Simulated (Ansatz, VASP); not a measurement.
## C4F in VASP and in Ansatz

```
C F
1.0
     3.73125    0.00000    0.00000
     0.00000    3.73125    0.00000
     0.00000    0.00000    3.73125
C F
4 1
Direct
  0.00000 0.00000 0.00000
  0.50000 0.50000 0.00000
  0.50000 0.00000 0.50000
  0.00000 0.50000 0.50000
  0.50000 0.50000 0.50000
```

Change from the starting cell: species swapped into the Ni4N type (Pm-3m, No. 221).

Alike in both runs: task relaxation of cell and atoms; functional PBE; dispersion D3(BJ); k mesh 10 × 10 × 10; occupations gaussian, width 0.1 eV; no spin polarisation.

```csv
,VASP,Ansatz
version,VASP 6.6.1,Ansatz 0.2.0
potentials or method,"VASP PAW PBE potentials, release 64 (C, F), cutoff 600 eV","scalar-relativistic, plane waves, PAW"
valence electrons in the cell,23,23
```

|  | VASP | Ansatz | Ansatz less VASP |
| --- | --- | --- | --- |
| gap on the k mesh at the Fermi level, each at its own relaxed structure (eV) | none | none | - |
| relaxed volume (Å³/atom) | 10.36 | 10.38 | +0.019 |
| relaxed cell length with the largest relative difference (Å) | 3.727 | 3.730 | +0.0023 |

A gap of «none» marks a metal or a gap that the smearing closes. Ansatz's warnings: dispersion switch in reach, relaxed geometry near dispersion switch.
